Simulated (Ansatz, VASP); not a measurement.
**Na: VASP beside Ansatz**

Contents of INCAR:

```
SYSTEM = Na
PREC = Accurate
ENCUT = 500
EDIFF = 1E-6
ISMEAR = -1
SIGMA = 0.1
LREAL = .FALSE.
LASPH = .TRUE.
NELM = 200
ALGO = Normal
ISIF = 2
LWAVE = .FALSE.
LCHARG = .TRUE.
LNONCOLLINEAR = .TRUE.
MAGMOM = 0 0 0
LORBIT = 11
LSORBIT = .TRUE.
GGA_COMPAT = .FALSE.
LORBMOM = .TRUE.
LVHAR = .TRUE.
NBANDS = 18
```

The input KPOINTS:

```
regular mesh
0
G
  11 11 11
  0 0 0
```

The input POSCAR:

```
Na
1.0
    0.0000000000      2.5584005384      2.5584005384
    2.5584005384      0.0000000000      2.5584005384
    2.5584005384      2.5584005384      0.0000000000
Na
1
Direct
    0.0000000000      0.0000000000      0.0000000000
```

Input for Ansatz:

```yaml
crystal:
  lattice:
    - [0.0, 2.5584005384, 2.5584005384]
    - [2.5584005384, 0.0, 2.5584005384]
    - [2.5584005384, 2.5584005384, 0.0]
  atoms:
    - { symbol: Na, position: [0.0, 0.0, 0.0] }
hamiltonian:
  xc: lda
  pseudopotentials:
    kind: paw_fr
    azcp:
      Na: "pseudopotentials/Na.paw.azcp"
basis:
  ecutwfc: 420
  fft_grid_basis: typed
kpoints:
  mp_grid: { grid: [11, 11, 11], shift: [0, 0, 0] }
magnetization:
  noncollinear: true
  spin_orbit: true
scf:
  occupations: { method: fermi_dirac, width: 0.1 }
```

Alike in both runs: task single point; functional LDA; k mesh 11 × 11 × 11; occupations fermi-dirac, width 0.1 eV; non-collinear spin, spin-orbit coupling.

|  | VASP | Ansatz |
| --- | --- | --- |
| version | VASP 6.6.1 | Ansatz 0.2.0 |
| potentials or method | VASP PAW LDA potentials, release 64 (Na_pv), cutoff 500 eV | plane waves (420 eV) with PAW, fully relativistic with spin-orbit coupling |
| valence electrons in the cell | 7 | 9 |

```csv
,VASP,Ansatz,Ansatz less VASP
net moment per atom (μB),0.00,0.00,0.000
```

Ansatz warns that its potentials were made for another functional, while VASP's fit it. LDA's correlation is that of Perdew and Zunger in VASP and of Perdew and Wang (1992) in Ansatz. VASP's potentials hold 7 valence electrons a cell and Ansatz's 9, so a difference there can come from the potentials and not from the codes.
